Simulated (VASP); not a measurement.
Write the native input for VASP 6.6.1 that does the following.

- Task: single point
- Functional: LDA
- Potentials or basis: VASP PAW LDA potentials, release 64 (Sn_d, O)
- Cutoff: 520 eV
- k mesh: 6 × 6 × 8
- Occupations: gaussian, width 0.05 eV
- Spin: no spin polarisation
- Dipole correction: no
- Further INCAR settings: ALGO = Normal; EDIFF = 1e-07; NBANDS = 35

The structure of SnO2 lies in POSCAR:

```
SnO2
1.0
    4.7201335122      0.0000000000      0.0000000000
    0.0000000000      4.7206343096      0.0000000000
    0.0000000000      0.0000000000      3.1888226875
Sn O
2 4
Direct
    0.5043370621      0.5050091299      0.5000000000
   -0.0043459583      0.0050168105      0.0000000000
    0.3623367726      0.2472624467      0.0000000000
    0.8302772929      0.2155421228      0.5000000000
    0.1376962314      0.7472908554      0.5000000000
    0.6697557111      0.7155137142      0.0000000000
```

This cell differs from its parent crystal: atoms displaced along several vibrational modes.

The input as run:

INCAR

```
PREC     = Accurate       # precision mode
ENCUT    = 520            # plane-wave cutoff, eV
EDIFF    = 1E-7           # SCF threshold, eV
ISMEAR   = 0              # smearing method
SIGMA    = 0.05           # smearing width, eV
LREAL    = False          # projectors in reciprocal space
LASPH    = True           # aspherical terms in the spheres
NELM     = 100            # most SCF steps
ALGO     = Normal         # electronic algorithm
ISIF     = 2              # what is computed and relaxed
LWAVE    = False          # write WAVECAR
LCHARG   = False          # write CHGCAR
NBANDS   = 35             # bands
```

KPOINTS

```
Automatic mesh
0
Gamma
  6 6 8
```

Potentials or basis: VASP PAW LDA potentials, release 64 (Sn_d, O).

Run with:

```sh
$ cat potpaw_LDA.64/Sn_d/POTCAR potpaw_LDA.64/O/POTCAR > POTCAR
$ mpirun -np 1 vasp_std > vasp.out
```

It gave:

```json
{
 "Pressure": "-2.1 GPa",
 "Largest force": "0.937 eV/Å",
 "Band gap on the k mesh": "1.46 eV (least direct gap 1.57 eV)"
}
```

Caveat: the cell differs from its parent crystal (atoms displaced along several vibrational modes); spin-orbit coupling is left out, which moves the levels of the heavy elements.

Wall time 5.4 min on 1 thread of Intel Xeon 8259CL, on a shared host, peak memory 0.29 GiB.
